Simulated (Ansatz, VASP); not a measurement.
# One calculation of Ga, two programs

```
Ga
1.0
     1.35955   -3.95824    0.00000
     1.35955    3.95824    0.00000
    -0.11546    0.00000    3.27348
Ga
2
Direct
  0.86900 0.13100 0.25000
  0.13100 0.86900 0.75000
```

Change from the starting cell: volume scaled by 0.95, crystal datasets.

Alike in both runs: task electric field gradients; functional PBEsol; k mesh 14 × 14 × 11; occupations fermi-dirac, width 0.03 eV; no spin polarisation.

|  | VASP | Ansatz |
| --- | --- | --- |
| version | VASP 6.6.1 | Ansatz 0.2.0 |
| potentials or method | VASP PAW PBE potentials, release 64 (Ga_d), cutoff 520 eV | all-electron PAW with datasets made for the crystal, scalar-relativistic |

VASP gave:

| Item | Value |
| --- | --- |
| pressure (GPa) | 1.3 |
| traceless stress, the component that is largest in VASP (GPa) | 0.16 |
| rms of the force components (eV/Å) | 0.118 |
| size of Vzz on the site where it differs most (V/Å²) | 26.5 |

Problem. Estimate Ansatz's values.

Solution. Pressure (GPa): 1.2; traceless stress, the component that is largest in VASP (GPa): 0.15; rms of the force components (eV/Å): 0.119; size of Vzz on the site where it differs most (V/Å²): 28.2.

VASP's potentials were made for PBE, not for PBEsol. Atom by atom the forces differ by 0.000 eV/Å (rms over components). Ansatz ran all-electron here, and VASP with PAW potentials.
